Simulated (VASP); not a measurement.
Here is a VASP 6.6.1 calculation.

Contents of INCAR:

```
ALGO = Normal ; EDIFF = 1E-6
ENCUT = 520 ; ISIF = 2
ISMEAR = 0 ; LASPH = T
LCHARG = F ; LREAL = F
LWAVE = F ; NBANDS = 20
NELM = 80 ; PREC = Accurate
SIGMA = 0.15
```

The input KPOINTS:

```
k-points
0
Gamma
  3 3 1
```

The input POSCAR:

```
WS2
1.0
    3.1835163600      0.0000000000      0.0000000000
   -1.5917581800      2.7570060400      0.0000000000
    0.0000000000      0.0000000000     16.9505778900
W S
1 2
Direct
    0.3333333333      0.6666666667      0.0000000000
    0.6666666667      0.3333333333      0.9079994900
    0.6666666667      0.3333333333      0.0920005100
```

Potentials or basis: VASP PAW LDA potentials, release 64 (W_sv, S).

Command:

```bash
$ cat potpaw_LDA.64/W_sv/POTCAR potpaw_LDA.64/S/POTCAR > POTCAR
$ mpirun -np 1 vasp_std > vasp.out
```

(1) Predict the band gap on the k mesh.

(2) What does it give for the largest force?

Results:

(1) 1.75 eV, direct.

(2) 0.547 eV/Å.

Caveat: the k points lie up to 0.76 Å⁻¹ apart; spin-orbit coupling is left out, which moves the levels of the heavy elements.
